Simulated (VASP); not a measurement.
# La (Im-3m) in VASP: further runs, part 2 of 2

VASP 6.6.1.

## Step 3: Single point, PBE (volume scaled by 1.04)

INCAR

```
SYSTEM = La
ALGO = Normal ; EDIFF = 1E-6
ENCUT = 520 ; GGA = PE
ISIF = 2 ; ISMEAR = -1
LASPH = .TRUE. ; LCHARG = .TRUE.
LELF = .TRUE. ; LREAL = .FALSE.
LVHAR = .TRUE. ; LWAVE = .FALSE.
NBANDS = 12 ; NELM = 80
PREC = Accurate ; SIGMA = 0.05
```

KPOINTS

```
k-points
0
G
  9 9 9
  0 0 0
```

POSCAR

```
La
1.0
   -2.1517794217      2.1517794217      2.1517794217
    2.1517794217     -2.1517794217      2.1517794217
    2.1517794217      2.1517794217     -2.1517794217
La
1
Direct
    0.0000000000      0.0000000000      0.0000000000
```

Potentials or basis: VASP PAW PBE potentials, release 64 (La).

Started as:

```
> cat potpaw_PBE.64/La/POTCAR > POTCAR
> mpirun -np 1 vasp_std > vasp.out
```

OUTCAR:

```text
SYSTEM = La
   EDIFF = 1E-6
   ENCUT = 520
   GGA = PE
   ISIF = 2
   ISMEAR = -1
   LASPH = .TRUE.
   LREAL = .FALSE.
   NELM = 80
   PREC = Accurate

 ion  position               nearest neighbor table
   1  0.000  0.000  0.000-

  LATTYP: Found a body centered cubic cell.
 ALAT       =     4.3035588434

  Lattice vectors:

 A1 = (  -2.1517794217,   2.1517794217,   2.1517794217)
 A2 = (   2.1517794217,  -2.1517794217,   2.1517794217)
 A3 = (   2.1517794217,   2.1517794217,  -2.1517794217)

Analysis of symmetry for initial positions (statically):
=====================================================================
 Subroutine PRICEL returns:
 Original cell was already a primitive cell.

 Routine SETGRP: Setting up the symmetry group for a
 body centered cubic supercell.

 Subroutine GETGRP returns: Found 48 space group operations
 (whereof 48 operations were pure point group operations)
 out of a pool of 48 trial point group operations.

The static configuration has the point symmetry O_h .

Analysis of symmetry for dynamics (positions and initial velocities):
=====================================================================
 Subroutine PRICEL returns:
 Original cell was already a primitive cell.

 Routine SETGRP: Setting up the symmetry group for a
 body centered cubic supercell.

 Subroutine GETGRP returns: Found 48 space group operations
 (whereof 48 operations were pure point group operations)
 out of a pool of 48 trial point group operations.

The dynamic configuration has the point symmetry O_h .

 Subroutine INISYM returns: Found 48 space group operations
 (whereof 48 operations are pure point group operations),
 and found     1 'primitive' translations

----------------------------------------------------------------------------------------

                                     Primitive cell
[... 107 lines left out ...]
   IMIX   =      4    mixing-type and parameters
     AMIX     =   0.40;   BMIX     =  1.00
     AMIX_MAG =   1.60;   BMIX_MAG =  1.00
  volume/ion in A,a.u.               =      39.85       268.94
  Fermi-wavevector in a.u.,A,eV,Ry     =   1.065912  2.014281 15.458507  1.136168
  Thomas-Fermi vector in A             =   2.201479
   LORBIT       =      0    0 simple, 1 ext, 2 COOP (PROOUT), +10 PAW based schemes
   GGA     = PE    functional components
   LHFCALC =     F    Hartree Fock is set to
   AEXX    =    0.0000 exact exchange contribution
   IVDW    =     0    specifies the selected vdW correction
   LEPSILON=     F    determine dielectric tensor
   LRPA    =     F    only Hartree local field effects (RPA)
 non-spin polarized calculation
  energy-cutoff  :      520.00
  volume of cell :       39.85
 maximum number of plane-waves:      1097
   NGX = 13   NGY = 13   NGZ = 13

 number of electron      10.9999999 magnetization

 Free energy of the ion-electron system (eV)
  ---------------------------------------------------
  ext. energy  EPLUGINS =         0.00000000
  ---------------------------------------------------
  free energy    TOTEN  =        -4.76182981 eV

  energy without entropy =       -4.73332268  energy(sigma->0) =       -4.74757624

 E-fermi :   7.2266     XC(G=0):  -9.2797

 val. band max:        7.2160204130   @ k =   0.3333   0.1111   0.0000
 cond. band min:       7.2505027378   @ k =   0.2222   0.2222   0.1111
 fundamental gap:      0.0344823248
 Fermi energy:         7.2265662042

 k-point     1 :       0.0000    0.0000    0.0000
  band No.  band energies     occupation
      1     -25.7856      2.00000
      2      -8.8933      2.00000
      3      -8.8933      2.00000
      4      -8.8933      2.00000
      5       3.9992      2.00000
      6       8.6295      0.00000
      7       8.6295      0.00000
      8       8.6295      0.00000
      9       8.6321      0.00000
     10       8.6321      0.00000
     11       8.6321      0.00000
     12       9.2651      0.00000
[... 331 lines left out ...]
 k-point    24 :      -0.4444   -0.4444    0.1111
  band No.  band energies     occupation
      1     -25.6013      2.00000
      2      -9.8950      2.00000
      3      -9.4214      2.00000
      4      -9.0732      2.00000
      5       6.1803      2.00000
      6       7.4572      0.01965
      7       7.7084      0.00013
      8       8.4860      0.00000
      9       8.8825      0.00000
     10       9.0352      0.00000
     11       9.1988      0.00000
     12       9.2377      0.00000

 [... further k-points ...]
[... 5 lines left out ...]
  --------------------------------------------------------------------------------------
  -------------------------------------------------------------------------------------
  Total       -0.3467181     -0.3467181     -0.3467181      0.0000000      0.0000000     -0.0000000
  in kB      -13.9390725    -13.9390725    -13.9390725      0.0000000      0.0000000     -0.0000000
  external PRESSURE =     -13.9390725 kB  Pullay stress =       0.0000000 kB

 VOLUME and BASIS-vectors are now :
 -----------------------------------------------------------------------------
  energy-cutoff  :      520.00
  volume of cell :       39.85
      direct lattice vectors                 reciprocal lattice vectors
    -2.151779422  2.151779422  2.151779422     0.000000000  0.232365825  0.232365825
     2.151779422 -2.151779422  2.151779422     0.232365825  0.000000000  0.232365825
     2.151779422  2.151779422 -2.151779422     0.232365825  0.232365825  0.000000000

 POSITION                                       TOTAL-FORCE (eV/Angst)
 -----------------------------------------------------------------------------------
      0.00000      0.00000      0.00000        -0.000000      0.000000     -0.000000
 -----------------------------------------------------------------------------------
    total drift:                               -0.000000     -0.000000     -0.000000

  FREE ENERGIE OF THE ION-ELECTRON SYSTEM (eV)
  ---------------------------------------------------
  free  energy   TOTEN  =        -4.7618298060 eV

  energy  without entropy=       -4.7333226791  energy(sigma->0) =       -4.74757624
```

OSZICAR:

```text
N       E                     dE             d eps       ncg     rms          rms(c)
DAV:   1     0.100029613574E+03    0.10003E+03   -0.36207E+03   840   0.113E+03
DAV:   2     0.177466588787E+01   -0.98255E+02   -0.94662E+02  1104   0.175E+02
DAV:   3    -0.442140422070E+01   -0.61961E+01   -0.59463E+01  1164   0.756E+01
DAV:   4    -0.474997728267E+01   -0.32857E+00   -0.32494E+00  1548   0.120E+01
DAV:   5    -0.476273918579E+01   -0.12762E-01   -0.12748E-01  1420   0.239E+00    0.192E+00
DAV:   6    -0.475556181939E+01    0.71774E-02   -0.11755E-02  1440   0.883E-01    0.116E+00
DAV:   7    -0.475803226588E+01   -0.24704E-02   -0.48885E-02  1136   0.168E+00    0.202E-01
DAV:   8    -0.475793668621E+01    0.95580E-04   -0.19308E-03  1564   0.386E-01    0.238E-01
DAV:   9    -0.476134507083E+01   -0.34084E-02   -0.90150E-03  1396   0.685E-01    0.214E-01
DAV:  10    -0.476164270053E+01   -0.29763E-03   -0.59724E-04  1552   0.168E-01    0.193E-01
DAV:  11    -0.476181706782E+01   -0.17437E-03   -0.11855E-04  1256   0.837E-02    0.171E-01
DAV:  12    -0.476185283512E+01   -0.35767E-04   -0.42824E-05  1632   0.634E-02    0.147E-01
DAV:  13    -0.476185291226E+01   -0.77139E-07   -0.18523E-04  1576   0.150E-01    0.624E-02
DAV:  14    -0.476184535784E+01    0.75544E-05   -0.10238E-05  1656   0.335E-02    0.424E-02
DAV:  15    -0.476183359066E+01    0.11767E-04   -0.21974E-05  1584   0.511E-02    0.109E-02
DAV:  16    -0.476183065247E+01    0.29382E-05   -0.25646E-06  1652   0.144E-02    0.194E-03
DAV:  17    -0.476182980604E+01    0.84643E-06   -0.11807E-07   820   0.418E-03
   1 F= -.47618298E+01 E0= -.47475762E+01  d E =-.285071E-01
```

stdout:

```text
POSCAR found type information on POSCAR La
 POSCAR found :  1 types and       1 ions
 scaLAPACK will be used
 LDA part: xc-table for (Slater+PW92), standard interpolation
 POSCAR, INCAR and KPOINTS ok, starting setup
 FFT: planning ... GRIDC
 FFT: planning ... GRID_SOFT
 FFT: planning ... GRID
 WAVECAR not read
 entering main loop
```

Run time: 22 s. Hardware: 1 thread of Intel Xeon Platinum 8488C (Sapphire Rapids), shared host; peak memory 0.17 GiB.

What came out:

```yaml
Free_energy: -4.7618 eV
Pressure: -1.4 GPa
```

Caveat: spin-orbit coupling is left out, which moves the levels of the heavy elements.

## Step 4: Single point, PBE (volume scaled by 1.06)

INCAR

```
SYSTEM = La
ALGO = Normal ; EDIFF = 1E-6
ENCUT = 520 ; GGA = PE
ISIF = 2 ; ISMEAR = -1
LASPH = .True. ; LCHARG = .False.
LREAL = .False. ; LWAVE = .False.
NBANDS = 12 ; NELM = 100
PREC = Accurate ; SIGMA = 0.05
```

KPOINTS

```
k-points
0
Gamma
  9 9 9
  0 0 0
```

POSCAR

```
La
1.0
   -2.1654853927      2.1654853927      2.1654853927
    2.1654853927     -2.1654853927      2.1654853927
    2.1654853927      2.1654853927     -2.1654853927
La
1
Direct
    0.0000000000      0.0000000000      0.0000000000
```

Started as:

```
> cat potpaw_PBE.64/La/POTCAR > POTCAR
> mpirun -np 1 vasp_std > vasp.out
```

Wall time 16 s (1 thread of Intel Xeon Platinum 8488C (Sapphire Rapids), shared host); peak memory 0.17 GiB.

The run converged. Its results:

| Property | Result |
| --- | --- |
| Free energy | -4.7543 eV |
| Pressure | -1.8 GPa |

Levels at points of the mesh, in eV from the Fermi level:
```tsv
k point	band 2	band 3	band 4	band 5	band 6	band 7	band 8	band 9	band 10	band 11
(0.00, 0.00, 0.00)	-16.19	-16.19	-16.19	-3.24	1.37	1.37	1.37	1.38	1.38	1.38
```

Caveat: spin-orbit coupling is left out, which moves the levels of the heavy elements.

## Step 5: Overview

```tsv
cell	gap on the mesh (eV)	pressure (GPa)
a = 3.703 Å, angles 109.5°, 1 atom	none	-1.0
a = 3.727 Å, angles 109.5°, 1 atom	none	-1.4
a = 3.751 Å, angles 109.5°, 1 atom	none	-1.8
```

Alike in all rows: task single point; level PBE; potentials or basis VASP PAW PBE potentials, release 64 (La); no spin polarisation; k mesh 9 × 9 × 9; cutoff (eV) 520; smearing fermi-dirac 0.05 eV.

Caveats: spin-orbit coupling is left out, which moves the levels of the heavy elements.

Total energies depend on the potentials used, so only differences within one code and one set of settings carry meaning.
